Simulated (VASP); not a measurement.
## K3Cd: single point with LDA

K3Cd:

```
K Cd
1.0
     5.95290    0.00000    0.00000
     0.00000    5.95290    0.00000
     0.00000    0.00000    5.95290
K Cd
3 1
Direct
  0.00000 0.50000 0.50000
  0.50000 0.00000 0.50000
  0.50000 0.50000 0.00000
  0.00000 0.00000 0.00000
```

- Program: VASP 6.6.1
- Task: single point
- Functional: LDA
- Potentials or basis: VASP PAW LDA potentials, release 64 (K_sv, Cd)
- Cutoff: 520 eV
- k mesh: 4 × 4 × 4
- Occupations: methfessel-paxton, width 0.3 eV
- Spin: no spin polarisation

```json
{
 "Pressure": "-0.9 GPa"
}
```

Levels at points of the mesh, in eV from the Fermi level:
| k point | band 16 | band 17 | band 18 | band 19 | band 20 | band 21 | band 22 | band 23 |
| --- | --- | --- | --- | --- | --- | --- | --- | --- |
| (0.00, 0.00, 0.00) | -8.56 | -8.56 | -3.86 | -0.42 | 1.16 | 1.16 | 1.16 | 1.65 |
| (0.50, 0.00, 0.00) | -8.56 | -8.55 | -3.39 | -1.48 | 1.12 | 1.14 | 1.14 | 1.78 |
| (0.50, 0.50, 0.00) | -8.56 | -8.55 | -3.11 | -0.60 | -0.60 | -0.05 | 1.25 | 2.57 |
| (0.50, 0.50, 0.50) | -8.55 | -8.55 | -3.01 | 0.24 | 0.24 | 0.24 | 0.81 | 0.81 |

Wall time 33 s on 1 thread of Intel(R) Xeon(R) Platinum 8488C (Sapphire Rapids) (shared host), peak memory 0.27 GiB.
